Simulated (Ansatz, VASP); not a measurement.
SiNi in VASP and in Ansatz

```
CELL_PARAMETERS angstrom
3.00720 0.00000 0.00000
-1.50360 2.60431 0.00000
0.00000 0.00000 2.40748
ATOMIC_POSITIONS crystal
Ni 0.00000 0.00000 0.00000
Si 0.33333 0.66667 0.50000
```

Change from the starting cell: volume scaled by 0.72, LAPW.

Alike in both runs: task single point; functional PBE; k mesh 14 × 14 × 13; occupations fermi-dirac, width 0.1 eV; no spin polarisation.

|  | VASP | Ansatz |
| --- | --- | --- |
| version | VASP 6.6.1 | Ansatz 0.2.0 |
| potentials or method | VASP PAW PBE potentials, release 64 (Ni, Si), cutoff 520 eV | all-electron LAPW, scalar-relativistic |

|  | VASP | Ansatz | Ansatz less VASP |
| --- | --- | --- | --- |
| pressure (GPa) | 101.3 | 101.3 | 0.00 |
| traceless stress, the component that is largest in VASP (GPa) | 0.15 | -0.02 | -0.169 |

Both programs put the cell under a high pressure, so it lies far from rest at this level. Ansatz ran all-electron here, and VASP with PAW potentials.

Noted on VASP's run: the cell as given lies far from equilibrium.
